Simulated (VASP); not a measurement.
Write the native input for VASP 6.6.1 that does the following.

```
Task                   : single point
Functional             : PBEsol
Dispersion             : D4
Potentials or basis    : VASP PAW PBE potentials, release 64 (Pb_d, O)
Cutoff                 : 600 eV
k mesh                 : 6 × 6 × 6
Occupations            : gaussian, width 0.1 eV
Spin                   : no spin polarisation
Dipole correction      : no
Further INCAR settings : ALGO = Normal; EDIFF = 1e-06; NBANDS = 20
```

The structure of PbO2 lies in POSCAR:

```
PbO2
1.0
    0.0000000000      2.7019920000      2.7019920000
    2.7019920000      0.0000000000      2.7019920000
    2.7019920000      2.7019920000      0.0000000000
Pb O
1 2
Direct
    0.0420000000      0.9070000000      0.4680000000
    0.2920000000      1.1570000000      0.7180000000
    0.7920000000      1.6570000000      1.2180000000
```

One way to write it, as run:

INCAR

```
ALGO = Normal ; EDIFF = 1E-6
ENCUT = 600 ; GGA = PS
GGA_COMPAT = False ; ISIF = 2
ISMEAR = 0 ; IVDW = 13
LASPH = True ; LCHARG = True
LELF = True ; LREAL = False
LVHAR = True ; LWAVE = False
NBANDS = 20 ; NELM = 120
PREC = Accurate ; SIGMA = 0.1
```

KPOINTS

```
k-points
0
Gamma
  6 6 6
```

Potentials or basis: VASP PAW PBE potentials, release 64 (Pb_d, O).

Command:

```sh
$ cat potpaw_PBE.64/Pb_d/POTCAR potpaw_PBE.64/O/POTCAR > POTCAR
$ mpirun -np 1 vasp_std > vasp.out
```

It gave:

The pressure is -7.7 GPa. The band gap on the k mesh is zero (bands 13 and 14 overlap by 1.21 eV) and the dispersion energy per atom is -0.157 eV.

Caveat: the cell stands under tension; the PAW data sets were made with another functional, which shifts forces and pressure a little; spin-orbit coupling is left out, which moves the levels of the heavy elements.

It took 25 s on 1 thread of Intel(R) Xeon(R) Platinum 8259CL CPU @ 2.50GHz (Skylake/Cascade Lake), on a shared host, peak memory 0.18 GiB.
